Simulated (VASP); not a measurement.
AlN, 2 atoms in the cell. It takes space group F-43m (No. 216, cubic). The conventional cell has a = 4.339 Å, b = 4.339 Å, c = 4.339 Å, α = 90.00°, β = 90.00°, γ = 90.00°. Al (site symmetry -43m) has 4 N at 1.88 Å within 2.5 Å. Within 2.5 Å of N (site symmetry -43m) lie 4 Al at 1.88 Å. 

| Item | Value |
| --- | --- |
| Program | VASP 6.6.1 |
| Task | single point |
| Functional | PBE |
| Dispersion | D4 |
| Potentials or basis | VASP PAW PBE potentials, release 64 (Al, N) |
| Cutoff | 600 eV |
| k mesh | 10 × 10 × 10 |
| Occupations | fermi-dirac, width 0.05 eV |
| Spin | no spin polarisation |
| Dipole correction | no |
| Further INCAR settings | ALGO = Normal; EDIFF = 1e-06; NBANDS = 11 |

Potentials or basis: VASP PAW PBE potentials, release 64 (Al, N).

Command:

```sh
$ cat potpaw_PBE.64/Al/POTCAR potpaw_PBE.64/N/POTCAR > POTCAR
$ mpirun -np 1 vasp_std > vasp.out
```

Hardware: 1 thread of Intel Xeon 8259CL, with other jobs on the host.

Q: Estimate the wall time of this run.

A: Wall time 28 s on 1 thread of Intel Xeon 8259CL (shared host), peak memory 0.15 GiB. Counts: scf iterations 12, k points 47.
